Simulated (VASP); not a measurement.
# Ti (P2_1/m) in VASP: notebook

Ti is run at these levels: PBEsol; tasks: single point.

Program: VASP 6.6.1. These are calculated values, not measurements. Logs are shortened: lines on timing, memory, paths and dates and some standing lists are left out, and cuts for length are marked.

### Step 1. The cell of the first run

Symmetry: P2_1/m, No. 11, monoclinic system. The conventional cell has a = 2.931 Å, b = 4.686 Å, c = 2.950 Å, α = 90.00°, β = 119.35°, γ = 90.00°. Within 3.8 Å of Ti (site symmetry m) lie 12 Ti at 2.89 to 2.97 Å.

### Step 2. Single point, PBEsol (strain +0.0150 x Voigt [0, 0, 0, 0, 0, 1])

Input file INCAR:

```
SYSTEM = Ti
PREC = Accurate
ENCUT = 520
EDIFF = 1E-7
ISMEAR = 0
SIGMA = 0.15
LREAL = .FALSE.
LASPH = .TRUE.
NELM = 100
ALGO = Fast
ISIF = 2
LWAVE = .FALSE.
LCHARG = .TRUE.
GGA = PS
LELF = .TRUE.
LVHAR = .TRUE.
NBANDS = 19
```

Input file KPOINTS:

```
regular mesh
0
G
  18 18 10
  0 0 0
```

Input file POSCAR:

```
Ti
1.0
    2.9499978604      0.0221249840      0.0000000000
   -1.4558381320      2.5437105962      0.0000000000
    0.0000000000      0.0000000000      4.6860000000
Ti
2
Direct
    0.3333333333      0.6666666667      0.2500000000
    0.6666666667      0.3333333333      0.7500000000
```

Potentials or basis: VASP PAW PBE potentials, release 64 (Ti_sv).

The run is started by

```
> cat potpaw_PBE.64/Ti_sv/POTCAR > POTCAR
> mpirun -np 1 vasp_std > vasp.out
```

OUTCAR:

```text
SYSTEM = Ti
   PREC = Accurate
   ENCUT = 520
   EDIFF = 1E-7
   ISMEAR = 0
   LREAL = .FALSE.
   LASPH = .TRUE.
   NELM = 100
   ISIF = 2
   GGA = PS

 ion  position               nearest neighbor table
   1  0.333  0.667  0.250-   2 2.89   2 2.89   2 2.90   2 2.90   2 2.90   2 2.90
   2  0.667  0.333  0.750-   1 2.89   1 2.89   1 2.90   1 2.90   1 2.90   1 2.90

  Warning from LATTYP: Monoclinic adjustment (A1->A3, A2->A1, A3->A2)!
  LATTYP: Found a simple monoclinic cell.
 ALAT       =     2.9308579399
 B/A-ratio  =     1.5988492435
 C/A-ratio  =     1.0065587921
 COS(beta)  =    -0.4902045492

  Lattice vectors:

 A1 = (  -1.4558381320,   2.5437105962,   0.0000000000)
 A2 = (   0.0000000000,   0.0000000000,   4.6860000000)
 A3 = (   2.9499978604,   0.0221249840,   0.0000000000)

Analysis of symmetry for initial positions (statically):
=====================================================================
 Subroutine PRICEL returns:
 Original cell was already a primitive cell.

 Routine SETGRP: Setting up the symmetry group for a
 simple monoclinic supercell.

 Subroutine GETGRP returns: Found  4 space group operations
 (whereof  2 operations were pure point group operations)
 out of a pool of  4 trial point group operations.

The static configuration has the point symmetry S_2 .
 The point group associated with its full space group is C_2h.

Analysis of symmetry for dynamics (positions and initial velocities):
=====================================================================
 Subroutine PRICEL returns:
 Original cell was already a primitive cell.

 Routine SETGRP: Setting up the symmetry group for a
 simple monoclinic supercell.

 Subroutine GETGRP returns: Found  4 space group operations
 (whereof  2 operations were pure point group operations)
 out of a pool of  4 trial point group operations.

The dynamic configuration has the point symmetry S_2 .
 The point group associated with its full space group is C_2h.

 Subroutine INISYM returns: Found  4 space group operations
 (whereof  2 operations are pure point group operations),
 and found     1 'primitive' translations

----------------------------------------------------------------------------------------

                                     Primitive cell

  volume of cell :      35.3144

  direct lattice vectors                    reciprocal lattice vectors
     2.949997860  0.022124984  0.000000000     0.337534442  0.193180589  0.000000000
    -1.455838132  2.543710596  0.000000000    -0.002935847  0.391446214  0.000000000
     0.000000000  0.000000000  4.686000000     0.000000000  0.000000000  0.213401622

  length of vectors
     2.950080828  2.930857940  4.686000000     0.388906467  0.391457223  0.213401622

  position of ions in fractional coordinates (direct lattice)
     0.333333333  0.666666667  0.250000000
     0.666666667  0.333333333  0.750000000

  ion indices of the primitive-cell ions
   primitive index   ion index
                 1           1
                 2           2

----------------------------------------------------------------------------------------

 KPOINTS: regular mesh

Automatic generation of k-mesh.
 Grid dimensions read from file:
 generate k-points for:   18   18   10

 Generating k-lattice:

  Cartesian coordinates                     Fractional coordinates (reciprocal lattice)
     0.018751913  0.010732255  0.000000000     0.055555556  0.000000000  0.000000000
    -0.000163103  0.021747012  0.000000000    -0.000000000  0.055555556  0.000000000
     0.000000000  0.000000000  0.021340162     0.000000000  0.000000000  0.100000000

  Length of vectors
     0.021605915  0.021747624  0.021340162

  Shift w.r.t. Gamma in fractional coordinates (k-lattice)
     0.000000000  0.000000000  0.000000000

 Subroutine IBZKPT returns following result:
 ===========================================

 Found    984 irreducible k-points:

 Following reciprocal coordinates:
            Coordinates               Weight
  0.000000  0.000000  0.000000      1.000000
[... 52 lines left out ...]
      6     -24.7205      2.00000
[... 11 lines left out ...]
     18      10.1162      0.00000
     19      11.3898      0.00000

 k-point     6 :       0.2778    0.0000    0.0000
  band No.  band energies     occupation
      1     -48.5594      2.00000
      2     -48.4696      2.00000
      3     -25.1496      2.00000
      4     -24.9370      2.00000
      5     -24.8386      2.00000
      6     -24.7429      2.00000
[... 11 lines left out ...]
     18      10.4729      0.00000
     19      11.4509      0.00000

 k-point     7 :       0.3333   -0.0000    0.0000
  band No.  band energies     occupation
      1     -48.5413      2.00000
      2     -48.4661      2.00000
      3     -25.1011      2.00000
      4     -25.0105      2.00000
      5     -24.9066      2.00000
      6     -24.7636      2.00000
[... 11 lines left out ...]
     18      10.8402      0.00000
     19      11.4963      0.00000

 k-point     8 :       0.3889    0.0000    0.0000
  band No.  band energies     occupation
      1     -48.5253      2.00000
      2     -48.4645      2.00000
      3     -25.0705      2.00000
      4     -25.0548      2.00000
      5     -24.9611      2.00000
      6     -24.7801      2.00000
[... 256 lines left out ...]
 k-point    20 :       0.5000    0.0556    0.0000
  band No.  band energies     occupation
      1     -48.5090      2.00000
      2     -48.4648      2.00000
      3     -25.1160      2.00000
      4     -25.0039      2.00000
      5     -25.0021      2.00000
      6     -24.8014      2.00000
[... 11 lines left out ...]
     18      11.5229      0.00000
     19      12.2257      0.00000

 k-point    21 :      -0.4444    0.0556    0.0000
  band No.  band energies     occupation
      1     -48.5173      2.00000
      2     -48.4642      2.00000
      3     -25.0901      2.00000
      4     -25.0307      2.00000
      5     -24.9806      2.00000
      6     -24.7929      2.00000
[... 11 lines left out ...]
     18      11.5124      0.00000
     19      11.7012      0.00000

 k-point    22 :      -0.3889    0.0556    0.0000
  band No.  band energies     occupation
      1     -48.5313      2.00000
      2     -48.4647      2.00000
      3     -25.0731      2.00000
      4     -25.0410      2.00000
      5     -24.9389      2.00000
      6     -24.7770      2.00000
[... 11 lines left out ...]
     18      11.2244      0.00000
     19      11.4905      0.00000

 k-point    23 :      -0.3333    0.0556    0.0000
  band No.  band energies     occupation
      1     -48.5485      2.00000
      2     -48.4671      2.00000
      3     -25.1211      2.00000
      4     -24.9745      2.00000
      5     -24.8816      2.00000
      6     -24.7554      2.00000
[... 11 lines left out ...]
     18      10.7881      0.00000
     19      11.4552      0.00000

 k-point    24 :      -0.2778    0.0556    0.0000
  band No.  band energies     occupation
      1     -48.5666      2.00000
      2     -48.4713      2.00000
      3     -25.1684      2.00000
      4     -24.8991      2.00000
      5     -24.8158      2.00000
      6     -24.7295      2.00000
[... 11 lines left out ...]
     18      10.3795      0.00000
     19      11.4052      0.00000

 [... further k-points ...]
[... 5 lines left out ...]
  --------------------------------------------------------------------------------------
  -------------------------------------------------------------------------------------
  Total       -1.2983797     -1.2950169     -1.4276014     -0.1999113      0.0000000      0.0000000
  in kB      -58.9061183    -58.7535508    -64.7687704     -9.0697648      0.0000000      0.0000000
  external PRESSURE =     -60.8094798 kB  Pullay stress =       0.0000000 kB

 VOLUME and BASIS-vectors are now :
 -----------------------------------------------------------------------------
  energy-cutoff  :      520.00
  volume of cell :       35.31
      direct lattice vectors                 reciprocal lattice vectors
     2.949997860  0.022124984  0.000000000     0.337534442  0.193180589  0.000000000
    -1.455838132  2.543710596  0.000000000    -0.002935847  0.391446214  0.000000000
     0.000000000  0.000000000  4.686000000     0.000000000  0.000000000  0.213401622

 POSITION                                       TOTAL-FORCE (eV/Angst)
 -----------------------------------------------------------------------------------
      0.01277      1.70318      1.17150        -0.038475      0.000812      0.000000
      1.48139      0.86265      3.51450         0.038475     -0.000812      0.000000
 -----------------------------------------------------------------------------------
    total drift:                               -0.000000      0.000000     -0.000000

  FREE ENERGIE OF THE ION-ELECTRON SYSTEM (eV)
  ---------------------------------------------------
  free  energy   TOTEN  =       -16.6508380048 eV

  energy  without entropy=      -16.6266209164  energy(sigma->0) =      -16.63872946
```

It took 40 min on 1 thread of Intel Xeon Platinum 8259CL at 2.50GHz (Skylake/Cascade Lake), shared host; peak memory 0.61 GiB.

Results:

| Item | Value |
| --- | --- |
| Free energy | -16.6508 eV |
| Pressure | -6.1 GPa |
| Largest force | 0.038 eV/Å |
| Band gap on the k mesh | zero (bands 12 and 13 overlap by 1.05 eV) |

Forces in eV/Å, atoms in the order of the input:
```
Ti  -0.038  0.001  0.000
Ti   0.038 -0.001  0.000
```

Levels at points of the mesh, in eV from the Fermi level:
```tsv
k point	band 9	band 10	band 11	band 12	band 13	band 14	band 15	band 16
(0.00, 0.00, 0.00)	-6.17	-2.65	0.68	0.72	0.86	0.86	1.17	1.33
(0.50, 0.00, 0.00)	-2.34	-2.11	-1.81	-0.67	0.54	0.59	1.10	3.28
(0.00, 0.50, 0.00)	-2.32	-2.11	-1.81	-0.62	0.47	0.62	1.15	3.30
(0.50, 0.50, 0.00)	-2.31	-2.12	-1.81	-0.57	0.42	0.62	1.20	3.32
(0.00, 0.00, 0.50)	-4.34	-4.34	0.08	0.08	0.60	0.60	0.76	0.76
(0.50, 0.00, 0.50)	-2.51	-2.51	-0.80	-0.80	1.24	1.24	1.75	1.75
(0.00, 0.50, 0.50)	-2.50	-2.50	-0.80	-0.80	1.30	1.30	1.71	1.71
(0.50, 0.50, 0.50)	-2.49	-2.49	-0.79	-0.79	1.35	1.35	1.66	1.66
```

Caveat: the cell differs from its parent crystal (strain +0.0150 x Voigt [0, 0, 0, 0, 0, 1]); the cell stands under tension; the PAW data sets were made with another functional, which shifts forces and pressure a little.

### Step 3. Single point, PBEsol (strain +0.0375 x Voigt [0, 0, 0, 0, 0, 1])

Input file INCAR:

```
SYSTEM = Ti
ALGO     = Fast           ! electronic algorithm
EDIFF    = 1E-6           ! SCF threshold, eV
ENCUT    = 520            ! plane-wave cutoff, eV
GGA      = PS             ! functional
ISIF     = 2              ! what is computed and relaxed
ISMEAR   = 0              ! smearing method
LASPH    = .True.         ! aspherical terms in the spheres
LCHARG   = .False.        ! write CHGCAR
LREAL    = .False.        ! projectors in reciprocal space
LWAVE    = .False.        ! write WAVECAR
NBANDS   = 19             ! bands
NELM     = 100            ! most SCF steps
PREC     = Accurate       ! precision mode
SIGMA    = 0.15           ! smearing width, eV
```

Input file KPOINTS:

```
k-points
0
Gamma
  18 18 10
  0 0 0
```

Input file POSCAR:

```
Ti
1.0
    2.9499978604      0.0553124599      0.0000000000
   -1.4270969348      2.5271168583      0.0000000000
    0.0000000000      0.0000000000      4.6860000000
Ti
2
Direct
    0.3333333333      0.6666666667      0.2500000000
    0.6666666667      0.3333333333      0.7500000000
```

Potentials or basis: VASP PAW PBE potentials, release 64 (Ti_sv).

The run is started by

```
> cat potpaw_PBE.64/Ti_sv/POTCAR > POTCAR
> mpirun -np 1 vasp_std > vasp.out
```

It took 33 min on 1 thread of Intel Xeon Platinum 8259CL at 2.50GHz (Skylake/Cascade Lake), shared host; peak memory 0.61 GiB.

Results (log left out):

```yaml
Free_energy: -16.6434 eV
Pressure: -6.3 GPa
Largest_force: 0.095 eV/Å
Band_gap_on_the_k_mesh: zero (bands 12 and 13 overlap by 1.05 eV)
```

Forces on the atoms (eV/Å):
```
Ti  -0.095  0.005  0.000
Ti   0.095 -0.005  0.000
```

Stress tensor (GPa, compression positive):
```
-6.11 -2.23  0.00
-2.23 -6.02  0.00
 0.00  0.00 -6.80
```

Levels at points of the mesh, in eV from the Fermi level:
| k point | band 8 | band 9 | band 10 | band 11 | band 12 | band 13 | band 14 | band 15 | band 16 | band 17 |
| --- | --- | --- | --- | --- | --- | --- | --- | --- | --- | --- |
| (0.00, 0.00, 0.00) | -32.58 | -6.16 | -2.65 | 0.55 | 0.72 | 0.87 | 1.01 | 1.07 | 1.46 | 1.56 |
| (0.50, 0.00, 0.00) | -32.64 | -2.35 | -2.09 | -1.80 | -0.74 | 0.54 | 0.68 | 1.03 | 3.27 | 3.49 |
| (0.00, 0.50, 0.00) | -32.67 | -2.31 | -2.10 | -1.81 | -0.61 | 0.43 | 0.67 | 1.16 | 3.28 | 3.51 |
| (0.50, 0.50, 0.00) | -32.70 | -2.28 | -2.12 | -1.80 | -0.48 | 0.33 | 0.66 | 1.28 | 3.35 | 3.48 |
| (0.00, 0.00, 0.50) | -32.63 | -4.33 | -4.33 | 0.08 | 0.08 | 0.49 | 0.49 | 0.89 | 0.89 | 2.70 |
| (0.50, 0.00, 0.50) | -32.72 | -2.52 | -2.52 | -0.81 | -0.81 | 1.16 | 1.16 | 1.83 | 1.83 | 3.40 |
| (0.00, 0.50, 0.50) | -32.75 | -2.50 | -2.50 | -0.79 | -0.79 | 1.31 | 1.31 | 1.72 | 1.72 | 3.40 |
| (0.50, 0.50, 0.50) | -32.78 | -2.48 | -2.48 | -0.77 | -0.77 | 1.45 | 1.45 | 1.60 | 1.60 | 3.47 |

Caveat: the cell differs from its parent crystal (strain +0.0375 x Voigt [0, 0, 0, 0, 0, 1]); the cell stands under tension; the PAW data sets were made with another functional, which shifts forces and pressure a little.

### Step 4. Single point, PBEsol (strain +0.0225 x Voigt [0, 0, 0, 0, 0, 1])

Input file INCAR:

```
  ALGO = Fast
  EDIFF = 1E-6
  ENCUT = 520
  GGA = PS
  ISIF = 2
  ISMEAR = 0
  LASPH = True
  LCHARG = True
  LELF = True
  LREAL = False
  LVHAR = True
  LWAVE = False
  NBANDS = 19
  NELM = 80
  PREC = Accurate
  SIGMA = 0.15
```

Input file KPOINTS:

```
k-points
0
Gamma
  18 18 10
```

Input file POSCAR:

```
Ti
1.0
    2.9499978604      0.0331874759      0.0000000000
   -1.4462577330      2.5381793502      0.0000000000
    0.0000000000      0.0000000000      4.6860000000
Ti
2
Direct
    0.3333333333      0.6666666667      0.2500000000
    0.6666666667      0.3333333333      0.7500000000
```

The run is started by

```
> cat potpaw_PBE.64/Ti_sv/POTCAR > POTCAR
> mpirun -np 1 vasp_std > vasp.out
```

Wall time 39 min (1 thread of Oxide Virtual Turin-like, shared host); peak memory 0.57 GiB.

The run converged. Its results:

* Free energy: -16.6491 eV
* Pressure: -6.2 GPa
* Largest force: 0.058 eV/Å
* Band gap on the k mesh: zero (bands 12 and 13 overlap by 1.05 eV)

Forces on the atoms (eV/Å):
```
Ti  -0.058  0.002  0.000
Ti   0.058 -0.002  0.000
```

Stress tensor (GPa, compression positive):
```
-5.97 -1.36  0.00
-1.36 -5.94  0.00
 0.00  0.00 -6.58
```

Levels at points of the mesh, in eV from the Fermi level:
```tsv
k point	band 8	band 9	band 10	band 11	band 12	band 13	band 14	band 15	band 16	band 17
(0.00, 0.00, 0.00)	-32.59	-6.17	-2.65	0.63	0.72	0.86	0.91	1.14	1.38	1.58
(0.50, 0.00, 0.00)	-32.66	-2.34	-2.10	-1.81	-0.70	0.55	0.61	1.07	3.28	3.50
(0.00, 0.50, 0.00)	-32.67	-2.32	-2.11	-1.81	-0.62	0.46	0.63	1.15	3.29	3.50
(0.50, 0.50, 0.00)	-32.69	-2.30	-2.12	-1.81	-0.54	0.39	0.63	1.22	3.33	3.49
(0.00, 0.00, 0.50)	-32.64	-4.34	-4.34	0.08	0.08	0.56	0.56	0.80	0.80	2.72
(0.50, 0.00, 0.50)	-32.74	-2.52	-2.52	-0.81	-0.81	1.21	1.21	1.78	1.78	3.41
(0.00, 0.50, 0.50)	-32.76	-2.50	-2.50	-0.79	-0.79	1.30	1.30	1.71	1.71	3.42
(0.50, 0.50, 0.50)	-32.77	-2.49	-2.49	-0.78	-0.78	1.38	1.38	1.64	1.64	3.45
```

Caveat: the cell differs from its parent crystal (strain +0.0225 x Voigt [0, 0, 0, 0, 0, 1]); the cell stands under tension; the PAW data sets were made with another functional, which shifts forces and pressure a little.

### Step 5. Single point, PBEsol (strain +0.0075 x Voigt [0, 0, 0, 0, 0, 1])

Input file INCAR:

```
ALGO = Fast
EDIFF = 1E-6
ENCUT = 520
GGA = PS
ISIF = 2
ISMEAR = 0
LASPH = True
LCHARG = False
LREAL = False
LWAVE = False
NBANDS = 19
NELM = 80
PREC = Accurate
SIGMA = 0.15
```

KPOINTS is that of step 4.

Input file POSCAR:

```
Ti
1.0
    2.9499978604      0.0110624920      0.0000000000
   -1.4654185311      2.5492418422      0.0000000000
    0.0000000000      0.0000000000      4.6860000000
Ti
2
Direct
    0.3333333333      0.6666666667      0.2500000000
    0.6666666667      0.3333333333      0.7500000000
```

The run is started by

```
> cat potpaw_PBE.64/Ti_sv/POTCAR > POTCAR
> mpirun -np 1 vasp_std > vasp.out
```

Wall time 39 min (1 thread of Oxide Virtual Turin-like, shared host); peak memory 0.57 GiB.

Results (log left out):

| Property | Result |
| --- | --- |
| Free energy | -16.6519 eV |
| Pressure | -6.5 GPa |
| Largest force | 0.019 eV/Å |
| Band gap on the k mesh | zero (bands 12 and 13 overlap by 1.05 eV) |

Forces on the atoms (eV/Å):
```
Ti  -0.019  0.000  0.000
Ti   0.019  0.000  0.000
```

Stress tensor (GPa, compression positive):
```
-6.28 -0.45  0.00
-0.45 -6.28  0.00
 0.00  0.00 -6.85
```

Levels at points of the mesh, in eV from the Fermi level:
| k point | band 8 | band 9 | band 10 | band 11 | band 12 | band 13 | band 14 | band 15 | band 16 | band 17 |
| --- | --- | --- | --- | --- | --- | --- | --- | --- | --- | --- |
| (0.00, 0.00, 0.00) | -32.61 | -6.17 | -2.65 | 0.72 | 0.72 | 0.82 | 0.86 | 1.21 | 1.29 | 1.59 |
| (0.50, 0.00, 0.00) | -32.67 | -2.33 | -2.11 | -1.81 | -0.65 | 0.51 | 0.59 | 1.12 | 3.29 | 3.51 |
| (0.00, 0.50, 0.00) | -32.68 | -2.32 | -2.11 | -1.81 | -0.62 | 0.48 | 0.60 | 1.15 | 3.30 | 3.50 |
| (0.50, 0.50, 0.00) | -32.68 | -2.32 | -2.11 | -1.81 | -0.59 | 0.45 | 0.61 | 1.17 | 3.31 | 3.50 |
| (0.00, 0.00, 0.50) | -32.65 | -4.34 | -4.34 | 0.08 | 0.08 | 0.64 | 0.64 | 0.72 | 0.72 | 2.74 |
| (0.50, 0.00, 0.50) | -32.75 | -2.51 | -2.51 | -0.80 | -0.80 | 1.27 | 1.27 | 1.73 | 1.73 | 3.42 |
| (0.00, 0.50, 0.50) | -32.76 | -2.51 | -2.51 | -0.80 | -0.80 | 1.30 | 1.30 | 1.70 | 1.70 | 3.43 |
| (0.50, 0.50, 0.50) | -32.77 | -2.50 | -2.50 | -0.79 | -0.79 | 1.32 | 1.32 | 1.68 | 1.68 | 3.44 |

Caveat: the cell differs from its parent crystal (strain +0.0075 x Voigt [0, 0, 0, 0, 0, 1]); the cell stands under tension; the PAW data sets were made with another functional, which shifts forces and pressure a little.

### Step 6. Overview

```csv
cell,further INCAR settings,gap on the mesh (eV),pressure (GPa),largest force (eV/Å)
"a = 2.950, b = 2.931, c = 4.686 Å, angles 90.0, 90.0, 119.4°, 2 atoms",ALGO = Fast; EDIFF = 1e-07; NBANDS = 19,none,-6.1,0.04
"a = 2.951, b = 2.902, c = 4.686 Å, angles 90.0, 90.0, 118.4°, 2 atoms",ALGO = Fast; EDIFF = 1e-06; NBANDS = 19,none,-6.3,0.10
"a = 2.950, b = 2.921, c = 4.686 Å, angles 90.0, 90.0, 119.0°, 2 atoms",ALGO = Fast; EDIFF = 1e-06; NBANDS = 19,none,-6.2,0.06
"a = 2.950, b = 2.940, c = 4.686 Å, angles 90.0, 90.0, 119.7°, 2 atoms",ALGO = Fast; EDIFF = 1e-06; NBANDS = 19,none,-6.5,0.02
```

Alike in all rows: task single point; level PBEsol; potentials or basis VASP PAW PBE potentials, release 64 (Ti_sv); no spin polarisation; k mesh 18 × 18 × 10; cutoff (eV) 520; smearing gaussian 0.15 eV.

Caveats: the cell stands under tension; the PAW data sets were made with another functional, which shifts forces and pressure a little.

Total energies depend on the potentials used, so only differences within one code and one set of settings carry meaning.
